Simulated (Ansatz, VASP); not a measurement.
**Tl2H: VASP beside Ansatz**

```
Tl H
1.0
     0.00000    5.13871    5.13871
     5.13871    0.00000    5.13871
     5.13871    5.13871    0.00000
Tl H
4 2
Direct
  0.12500 0.12500 0.12500
  0.62500 0.12500 0.12500
  0.12500 0.12500 0.62500
  0.12500 0.62500 0.12500
  0.00000 0.00000 0.00000
  0.25000 0.25000 0.25000
```

Alike in both runs: task relaxation of cell and atoms; functional PBE; k mesh 6 × 6 × 6; occupations gaussian, width 0.1 eV; no spin polarisation.

|  | VASP | Ansatz |
| --- | --- | --- |
| version | VASP 6.6.1 | Ansatz 0.2.0 |
| potentials or method | VASP PAW PBE potentials, release 64 (Tl_d, H), cutoff 600 eV | scalar-relativistic, plane waves, PAW |
| valence electrons in the cell | 54 | 54 |

```tsv
	VASP	Ansatz	Ansatz less VASP
gap on the k mesh at the Fermi level, each at its own relaxed structure (eV)	none	none	-
relaxed volume (Å³/atom)	46.61	46.63	+0.021
relaxed cell length with the largest relative difference (Å)	7.340	7.341	+0.0011
```

A gap of «none» marks a metal or a gap that the smearing closes. Ansatz's warnings: xc potential rough in thin density.

Neither program's run includes spin-orbit coupling.
